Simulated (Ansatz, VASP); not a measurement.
## Y: VASP beside Ansatz

```
CELL_PARAMETERS angstrom
0.00000 2.68380 2.28620
2.68380 0.00000 2.28620
2.68380 2.68380 0.00000
ATOMIC_POSITIONS crystal
Y 0.00000 0.00000 0.00000
```

Change from the starting cell: strain +0.080 along x and y, -0.080 along z, atoms carried along.

Alike in both runs: task single point; functional r2SCAN; k mesh 16 × 16 × 16; occupations gaussian, width 0.15 eV; no spin polarisation.

|  | VASP | Ansatz |
| --- | --- | --- |
| version | VASP 6.6.1 | Ansatz 0.2.0 |
| potentials or method | VASP PAW PBE potentials, release 64 (Y_sv), cutoff 520 eV | scalar-relativistic, plane waves, PAW |
| valence electrons in the cell | 11 | 11 |

Ansatz gave:

- gap on the k mesh at the Fermi level (eV): none
- pressure (GPa): 0.3
- traceless stress, the component that is largest in VASP (GPa): 1.21

Problem. Which values does VASP return?

Solution. gap on the k mesh at the Fermi level (eV): none; pressure (GPa): 0.4; traceless stress, the component that is largest in VASP (GPa): 1.18.

VASP's potentials were made for PBE, not for r2SCAN. A gap of «none» marks a metal or a gap that the smearing closes.
